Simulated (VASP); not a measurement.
Wanted: the native input for a VASP 6.6.1 run.

- Task: single point
- Functional: PBE
- Potentials or basis: VASP PAW PBE potentials, release 64 (Zn, Ge_d)
- Cutoff: 520 eV
- k mesh: 5 × 5 × 5
- Occupations: fermi-dirac, width 0.05 eV
- Spin: no spin polarisation
- Dipole correction: no
- Further INCAR settings: ALGO = Normal; EDIFF = 1e-06; NBANDS = 35

The structure of ZnGe3 lies in POSCAR:

```
ZnGe3
1.0
    4.2223630000      0.0000000000      0.0000000000
    0.0000000000      4.2223630000      0.0000000000
    0.0000000000      0.0000000000      4.2223630000
Zn Ge
1 3
Direct
    0.0000000000      0.0000000000      0.0000000000
    0.0000000000      0.5000000000      0.5000000000
    0.5000000000      0.0000000000      0.5000000000
    0.5000000000      0.5000000000      0.0000000000
```

These files were run (other wordings do the same):

INCAR

```
SYSTEM = ZnGe3
PREC = Accurate
ENCUT = 520
EDIFF = 1E-6
ISMEAR = -1
SIGMA = 0.05
LREAL = .False.
LASPH = .True.
NELM = 60
ALGO = Normal
ISIF = 2
LWAVE = .False.
LCHARG = .True.
GGA = PE
LELF = .True.
LVHAR = .True.
NBANDS = 35
```

KPOINTS

```
Automatic mesh
0
Gamma
  5 5 5
  0 0 0
```

Potentials or basis: VASP PAW PBE potentials, release 64 (Zn, Ge_d).

Launch:

```console
$ cat potpaw_PBE.64/Zn/POTCAR potpaw_PBE.64/Ge_d/POTCAR > POTCAR
$ mpirun -np 1 vasp_std > vasp.out
```

Results of the run:

* Pressure: -0.3 GPa
* Band gap on the k mesh: zero (band 27 reaches 6.00 eV, above the bottom of band 28 at 3.84 eV)

Wall time 18 s on 1 thread of Intel(R) Xeon(R) 6975P-C (Granite Rapids) (shared host), peak memory 0.18 GiB.
